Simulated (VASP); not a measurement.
# Ru (P6_3/mmc) in VASP: notebook

The runs below take Ru through single point, relaxation of cell and atoms, with PBEsol.

Program: VASP 6.6.1. These are calculated values, not measurements. Logs are shortened: lines on timing, memory, paths and dates and some standing lists are left out, and cuts for length are marked.

## 1. The cell of the first run

The structure is hexagonal, space group P6_3/mmc (No. 194). Conventional cell: a = 2.693 Å, b = 2.693 Å, c = 4.243 Å, α = 90.00°, β = 90.00°, γ = 120.00°. Ru (site symmetry -6m2) has 12 Ru at 2.63 to 2.69 Å within 3.5 Å.

## 2. Single point, PBEsol

INCAR reads:

```
SYSTEM = Ru
PREC     = Accurate       ! precision mode
ENCUT    = 520            ! plane-wave cutoff, eV
EDIFF    = 1E-6           ! SCF threshold, eV
ISMEAR   = -1             ! smearing method
SIGMA    = 0.1            ! smearing width, eV
LREAL    = .FALSE.        ! projectors in reciprocal space
LASPH    = .TRUE.         ! aspherical terms in the spheres
NELM     = 60             ! most SCF steps
ALGO     = Normal         ! electronic algorithm
ISIF     = 2              ! what is computed and relaxed
LWAVE    = .FALSE.        ! write WAVECAR
LCHARG   = .FALSE.        ! write CHGCAR
GGA      = PS             ! functional
NBANDS   = 21             ! bands
```

KPOINTS reads:

```
regular mesh
0
G
  13 13 8
  0 0 0
```

POSCAR reads:

```
Ru
1.0
    2.6932743844      0.0000000000      0.0000000000
   -1.3466371922      2.3324440363      0.0000000000
    0.0000000000      0.0000000000      4.2432628382
Ru
2
Direct
    0.3333333333      0.6666666667      0.2500000000
    0.6666666667      0.3333333333      0.7500000000
```

Potentials or basis: VASP PAW PBE potentials, release 64 (Ru_pv).

On the command line:

```bash
> cat potpaw_PBE.64/Ru_pv/POTCAR > POTCAR
> mpirun -np 1 vasp_std > vasp.out
```

OUTCAR:

```text
SYSTEM = Ru
   PREC = Accurate
   ENCUT = 520
   EDIFF = 1E-6
   ISMEAR = -1
   LREAL = .FALSE.
   LASPH = .TRUE.
   NELM = 60
   ISIF = 2
   GGA = PS

 ion  position               nearest neighbor table
   1  0.333  0.667  0.250-   2 2.63   2 2.63   2 2.63   2 2.63   2 2.63   2 2.63
   2  0.667  0.333  0.750-   1 2.63   1 2.63   1 2.63   1 2.63   1 2.63   1 2.63

  LATTYP: Found a hexagonal cell.
 ALAT       =     2.6932743844
 C/A-ratio  =     1.5755033586

  Lattice vectors:

 A1 = (   2.6932743844,   0.0000000000,   0.0000000000)
 A2 = (  -1.3466371922,   2.3324440363,   0.0000000000)
 A3 = (   0.0000000000,   0.0000000000,   4.2432628382)

Analysis of symmetry for initial positions (statically):
=====================================================================
 Subroutine PRICEL returns:
 Original cell was already a primitive cell.

 Routine SETGRP: Setting up the symmetry group for a
 hexagonal supercell.

 Subroutine GETGRP returns: Found 24 space group operations
 (whereof 12 operations were pure point group operations)
 out of a pool of 24 trial point group operations.

The static configuration has the point symmetry D_3d.
 The point group associated with its full space group is D_6h.

Analysis of symmetry for dynamics (positions and initial velocities):
=====================================================================
 Subroutine PRICEL returns:
 Original cell was already a primitive cell.

 Routine SETGRP: Setting up the symmetry group for a
 hexagonal supercell.

 Subroutine GETGRP returns: Found 24 space group operations
 (whereof 12 operations were pure point group operations)
 out of a pool of 24 trial point group operations.

The dynamic configuration has the point symmetry D_3d.
 The point group associated with its full space group is D_6h.

 Subroutine INISYM returns: Found 24 space group operations
 (whereof 12 operations are pure point group operations),
 and found     1 'primitive' translations

----------------------------------------------------------------------------------------

                                     Primitive cell

  volume of cell :      26.6558

  direct lattice vectors                    reciprocal lattice vectors
     2.693274384  0.000000000  0.000000000     0.371295255  0.214367416  0.000000000
    -1.346637192  2.332444036  0.000000000     0.000000000  0.428734831  0.000000000
     0.000000000  0.000000000  4.243262838     0.000000000  0.000000000  0.235667702

  length of vectors
     2.693274384  2.693274384  4.243262838     0.428734831  0.428734831  0.235667702

  position of ions in fractional coordinates (direct lattice)
     0.333333333  0.666666667  0.250000000
     0.666666667  0.333333333  0.750000000

  ion indices of the primitive-cell ions
   primitive index   ion index
                 1           1
                 2           2

----------------------------------------------------------------------------------------

 KPOINTS: regular mesh

Automatic generation of k-mesh.
 Grid dimensions read from file:
 generate k-points for:   13   13    8

 Generating k-lattice:

  Cartesian coordinates                     Fractional coordinates (reciprocal lattice)
     0.028561173  0.016489801  0.000000000     0.076923077  0.000000000  0.000000000
     0.000000000  0.032979602  0.000000000     0.000000000  0.076923077  0.000000000
     0.000000000  0.000000000  0.029458463     0.000000000  0.000000000  0.125000000

  Length of vectors
     0.032979602  0.032979602  0.029458463

  Shift w.r.t. Gamma in fractional coordinates (k-lattice)
     0.000000000  0.000000000  0.000000000

 Subroutine IBZKPT returns following result:
 ===========================================

 Found    105 irreducible k-points:

 Following reciprocal coordinates:
            Coordinates               Weight
  0.000000  0.000000  0.000000      1.000000
  0.076923  0.000000  0.000000      6.000000
  0.153846  0.000000  0.000000      6.000000
  0.230769  0.000000  0.000000      6.000000
  0.307692  0.000000  0.000000      6.000000
  0.384615  0.000000  0.000000      6.000000
[... 16 lines left out ...]
  0.076923  0.000000  0.125000     12.000000
  0.153846  0.000000  0.125000     12.000000
 [... further k-points ...]
   k-points           NKPTS =    105   k-points in BZ     NKDIM =    105   number of bands    NBANDS=     21
   number of dos      NEDOS =    301   number of ions     NIONS =      2
   total plane-waves  NPLWV =  12800
   dimension x,y,z NGX =    20 NGY =   20 NGZ =   32
   dimension x,y,z NGXF=    40 NGYF=   40 NGZF=   64
   ions per type =               2
   NGX,Y,Z   is equivalent  to a cutoff of  12.35, 12.35, 12.54 a.u.
   NGXF,Y,Z  is equivalent  to a cutoff of  24.69, 24.69, 25.07 a.u.
 SYSTEM =  Ru
   PREC   = accura    normal or accurate (medium, high low for compatibility)
   ISTART =      0    job   : 0-new  1-cont  2-samecut
   ICHARG =      2    charge: 1-file 2-atom 10-const
   ISPIN  =      1    spin polarized calculation?
   LNONCOLLINEAR =      F non collinear calculations
   LSORBIT =      F    spin-orbit coupling
   LASPH  =      T    aspherical Exc in radial PAW
   ENCUT  =  520.0 eV  38.22 Ry    6.18 a.u.   5.01  5.01  7.89*2*pi/ulx,y,z
   NELM   =     60;   NELMIN=  2; NELMDL= -5     # of ELM steps
   EDIFF  = 0.1E-05   stopping-criterion for ELM
   LREAL  =      F    real-space projection
   EDIFFG = 0.1E-04   stopping-criterion for IOM
   NSW    =      0    number of steps for IOM
   IBRION =     -1    ionic relax: 0-MD 1-quasi-New 2-CG
   NFREE  =      0    steps in history (QN), initial steepest desc. (CG)
   ISIF   =      2    stress and relaxation
   ISYM   =      2    0-nonsym 1-usesym 2-fastsym
   POTIM  = 0.5000    time-step for ionic-motion
   TEBEG  =    0.0;   TEEND  =   0.0 temperature during run
   PSTRESS=    0.0 pullay stress
   NELECT =      28.0000    total number of electrons
   NUPDOWN=      -1.0000    fix difference up-down
   EMIN   =  10.00;   EMAX   =-10.00  energy-range for DOS
   EFERMI =   0.00;   METHOD = LEGACY
   ISMEAR =    -1;   SIGMA  =   0.10  broadening in eV -4-tet -1-fermi 0-gaus
   EFERMI_NEDOS =   21; number of points for ismear=-14 and -15
   IALGO  =     38    algorithm
   IMIX   =      4    mixing-type and parameters
     AMIX     =   0.40;   BMIX     =  1.00
     AMIX_MAG =   1.60;   BMIX_MAG =  1.00
  volume/ion in A,a.u.               =      13.33        89.94
  Fermi-wavevector in a.u.,A,eV,Ry     =   1.664167  3.144820 37.680682  2.769452
  Thomas-Fermi vector in A             =   2.750758
   LORBIT       =      0    0 simple, 1 ext, 2 COOP (PROOUT), +10 PAW based schemes
   GGA     = PS    functional components
   LHFCALC =     F    Hartree Fock is set to
   AEXX    =    0.0000 exact exchange contribution
   IVDW    =     0    specifies the selected vdW correction
   LEPSILON=     F    determine dielectric tensor
   LRPA    =     F    only Hartree local field effects (RPA)
 non-spin polarized calculation
  energy-cutoff  :      520.00
  volume of cell :       26.66
 maximum number of plane-waves:       735
 NGX is ok and might be reduce to    20
   NGX =  9   NGY =  9   NGZ = 15

 number of electron      27.9999997 magnetization

 Free energy of the ion-electron system (eV)
  ---------------------------------------------------
  ext. energy  EPLUGINS =         0.00000000
  ---------------------------------------------------
  free energy    TOTEN  =       -20.36643440 eV

  energy without entropy =      -20.31356573  energy(sigma->0) =      -20.34000006

 E-fermi :  13.0766     XC(G=0): -14.3955

 val. band max:       13.0288559748   @ k =   0.1538   0.0769   0.3750
 cond. band min:      13.0912485723   @ k =   0.0769   0.0000   0.3750
 fundamental gap:      0.0623925975
 Fermi energy:        13.0766407127

 k-point     1 :       0.0000    0.0000    0.0000
  band No.  band energies     occupation
      1     -30.6410      2.00000
      2     -29.6416      2.00000
      3     -29.6416      2.00000
      4     -29.4563      2.00000
      5     -29.4563      2.00000
      6     -29.4074      2.00000
[... 13 lines left out ...]
     20      23.2993      0.00000
     21      23.6423      0.00000

 k-point     2 :       0.0769    0.0000    0.0000
  band No.  band energies     occupation
      1     -30.6195      2.00000
      2     -29.6869      2.00000
      3     -29.6571      2.00000
      4     -29.5037      2.00000
      5     -29.4624      2.00000
      6     -29.4177      2.00000
[... 13 lines left out ...]
     20      23.2992      0.00000
     21      23.6117      0.00000

 k-point     3 :       0.1538    0.0000    0.0000
  band No.  band energies     occupation
      1     -30.5573      2.00000
      2     -29.8125      2.00000
      3     -29.6985      2.00000
      4     -29.6324      2.00000
      5     -29.4801      2.00000
      6     -29.4484      2.00000
[... 13 lines left out ...]
     20      23.2992      0.00000
     21      23.5140      0.00000

 k-point     4 :       0.2308    0.0000    0.0000
  band No.  band energies     occupation
      1     -30.4616      2.00000
      2     -29.9895      2.00000
      3     -29.8082      2.00000
      4     -29.7547      2.00000
      5     -29.5070      2.00000
      6     -29.4996      2.00000
[... 13 lines left out ...]
     20      23.2990      0.00000
     21      23.3938      0.00000

 k-point     5 :       0.3077    0.0000    0.0000
  band No.  band energies     occupation
      1     -30.3447      2.00000
      2     -30.1773      2.00000
      3     -29.9881      2.00000
      4     -29.8122      2.00000
      5     -29.5690      2.00000
      6     -29.5371      2.00000
[... 13 lines left out ...]
     20      23.2984      0.00000
     21      23.3293      0.00000
[... 382 lines left out ...]
     20      23.3001      0.00000
     21      23.3006      0.00000

 k-point    22 :       0.0000    0.0000    0.1250
  band No.  band energies     occupation
      1     -30.5966      2.00000
      2     -29.6347      2.00000
      3     -29.6347      2.00000
      4     -29.4634      2.00000
      5     -29.4634      2.00000
      6     -29.4572      2.00000
[... 13 lines left out ...]
     20      23.2993      0.00000
     21      24.3806      0.00000

 k-point    23 :       0.0769    0.0000    0.1250
  band No.  band energies     occupation
      1     -30.5773      2.00000
      2     -29.6788      2.00000
      3     -29.6497      2.00000
      4     -29.5297      2.00000
      5     -29.4698      2.00000
      6     -29.4469      2.00000
[... 13 lines left out ...]
     20      23.2992      0.00000
     21      24.3682      0.00000

 k-point    24 :       0.1538    0.0000    0.1250
  band No.  band energies     occupation
      1     -30.5225      2.00000
      2     -29.8006      2.00000
      3     -29.6903      2.00000
      4     -29.6642      2.00000
      5     -29.4885      2.00000
      6     -29.4669      2.00000
[... 13 lines left out ...]
     20      23.2991      0.00000
     21      24.3350      0.00000

 [... further k-points ...]
[... 5 lines left out ...]
  --------------------------------------------------------------------------------------
  -------------------------------------------------------------------------------------
  Total       -0.0009346     -0.0009346      0.0022730      0.0000000     -0.0000000      0.0000000
  in kB       -0.0561768     -0.0561768      0.1366199      0.0000000     -0.0000000      0.0000000
  external PRESSURE =       0.0080887 kB  Pullay stress =       0.0000000 kB

 VOLUME and BASIS-vectors are now :
 -----------------------------------------------------------------------------
  energy-cutoff  :      520.00
  volume of cell :       26.66
      direct lattice vectors                 reciprocal lattice vectors
     2.693274384  0.000000000  0.000000000     0.371295255  0.214367416  0.000000000
    -1.346637192  2.332444036  0.000000000     0.000000000  0.428734831  0.000000000
     0.000000000  0.000000000  4.243262838     0.000000000  0.000000000  0.235667702

 POSITION                                       TOTAL-FORCE (eV/Angst)
 -----------------------------------------------------------------------------------
     -0.00000      1.55496      1.06082        -0.000000      0.000000      0.000000
      1.34664      0.77748      3.18245         0.000000     -0.000000      0.000000
 -----------------------------------------------------------------------------------
    total drift:                                0.000000     -0.000000      0.000000

  FREE ENERGIE OF THE ION-ELECTRON SYSTEM (eV)
  ---------------------------------------------------
  free  energy   TOTEN  =       -20.3664343956 eV

  energy  without entropy=      -20.3135657251  energy(sigma->0) =      -20.34000006
```

Run time: 16 s. Hardware: 1 thread of Intel Xeon 6975P-C (Granite Rapids), shared host; peak memory 0.17 GiB.

Results:

```yaml
Free_energy: -20.3664 eV
Pressure: 0.0 GPa
Band_gap_on_the_k_mesh: zero (band 14 reaches 14.63 eV, above the bottom of band 15 at 11.44 eV)
```

Levels at points of the mesh, in eV from the Fermi level:
| k point | band 10 | band 11 | band 12 | band 13 | band 14 | band 15 | band 16 | band 17 | band 18 | band 19 |
| --- | --- | --- | --- | --- | --- | --- | --- | --- | --- | --- |
| (0.00, 0.00, 0.00) | -2.72 | -2.49 | -2.00 | -2.00 | -1.50 | -1.50 | 1.19 | 1.19 | 1.27 | 10.19 |
| (0.00, 0.00, 0.50) | -2.90 | -2.90 | -2.90 | -2.81 | -2.81 | 0.54 | 0.54 | 0.54 | 0.54 | 10.22 |

Caveat: the PAW data sets were made with another functional, which shifts forces and pressure a little.

## 3. Relaxation of cell and atoms, PBEsol

This run uses another cell than the first one, of 13.55 Å³/atom, 1.017 times its volume.

INCAR reads:

```
  ALGO = Normal
  EDIFF = 1E-6
  EDIFFG = -0.01
  ENCUT = 600
  GGA = PS
  IBRION = 2
  ISIF = 3
  ISMEAR = -1
  LASPH = True
  LCHARG = False
  LREAL = False
  LWAVE = False
  NELM = 100
  NSW = 80
  PREC = Accurate
  SIGMA = 0.1
```

KPOINTS reads:

```
k-points
0
Gamma
  13 13 8
```

POSCAR reads:

```
Ru
1.0
    2.7038898633      0.0000000000      0.0000000000
   -1.3519449316      2.3416373106      0.0000000000
    0.0000000000      0.0000000000      4.2816800000
Ru
2
Direct
    0.3333333333      0.6666666667      0.2500000000
    0.6666666667      0.3333333333      0.7500000000
```

Potentials or basis: VASP PAW PBE potentials, release 64 (Ru_pv).

On the command line:

```bash
> cat potpaw_PBE.64/Ru_pv/POTCAR > POTCAR
> mpirun -np 1 vasp_std > vasp.out
```

Wall time 63 s (1 thread of Intel Xeon 6975P-C (Granite Rapids), shared host); peak memory 0.2 GiB.

Results (log left out):

- Free energy: -20.3675 eV
- Relaxed volume: 13.33 Å³/atom
- Relaxed cell: a = 2.693 Å, b = 2.693 Å, c = 4.243 Å, α = 90.00°, β = 90.00°, γ = 120.00°
- Space group after relaxing (to 0.05 Å): P6_3/mmc (No. 194)
- Energy gained by relaxing: 4.6 meV/atom
- Ionic steps: 6
- Pressure after relaxing: 0.0 GPa
- Band gap on the k mesh: zero (band 14 reaches 14.63 eV, above the bottom of band 15 at 11.44 eV)

The path:
```tsv
step	energy change (eV)	largest force (eV/Å)	pressure (GPa)	volume (Å³)
1	0.0000	0.0000	-5.73	27.11
2	0.0824	0.0000	21.62	25.25
3	-0.0090	0.0000	-0.05	26.65
4	-0.0090	0.0000	0.13	26.64
5	-0.0091	0.0000	-0.14	26.66
6	-0.0092	0.0000	0.03	26.65
```

Final structure:
```xyz
2
Lattice="2.6931 0.0000 0.0000 -1.3465 2.3323 0.0000 0.0000 0.0000 4.2432" Properties=species:S:1:pos:R:3 pbc="T T T"
Ru    0.0000    1.5549    1.0608
Ru    1.3465    0.7774    3.1824
```

Levels at points of the mesh, in eV from the Fermi level:
```csv
k point,band 12,band 13,band 14,band 15,band 16,band 17
"(0.00, 0.00, 0.00)",-2.00,-2.00,-1.50,-1.50,1.19,1.19
"(0.00, 0.00, 0.50)",-2.90,-2.81,-2.81,0.54,0.54,0.54
```

Caveat: the PAW data sets were made with another functional, which shifts forces and pressure a little.

[end of part 1 of 2]
